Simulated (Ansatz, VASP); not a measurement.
Two plane-wave programs on TiB2

```
CELL_PARAMETERS angstrom
3.02892 0.00000 0.00000
-1.51446 2.62313 0.00000
0.00000 0.00000 3.22793
ATOMIC_POSITIONS crystal
Ti 0.00000 0.00000 0.50000
B 0.33333 0.66667 0.00000
B 0.66667 0.33333 0.00000
```

Change from the starting cell: species swapped into the CrTe2 type (P-3m1, No. 164).

Alike in both runs: functional PBE; k mesh 8 × 8 × 5; occupations gaussian, width 0.2 eV; no spin polarisation.

Ansatz relaxed the structure, and its values are those at the end. VASP's run is a single point on that final structure, the one shown.

|  | VASP | Ansatz |
| --- | --- | --- |
| version | VASP 6.6.1 | Ansatz 0.2.0 |
| potentials or method | VASP PAW PBE potentials, release 64 (Ti_sv, B), cutoff 500 eV | scalar-relativistic, plane waves, PAW |
| valence electrons in the cell | 18 | 18 |

|  | VASP | Ansatz | Ansatz less VASP |
| --- | --- | --- | --- |
| gap on the k mesh at the Fermi level (eV) | none | none | - |
| pressure (GPa) | 0.6 | 0.4 | -0.21 |

A gap of «none» marks a metal or a gap that the smearing closes. The functional is the same, so the differences come from potentials, cutoffs and numerics.

The k mesh is coarse, so the values compare programs but aren't converged.
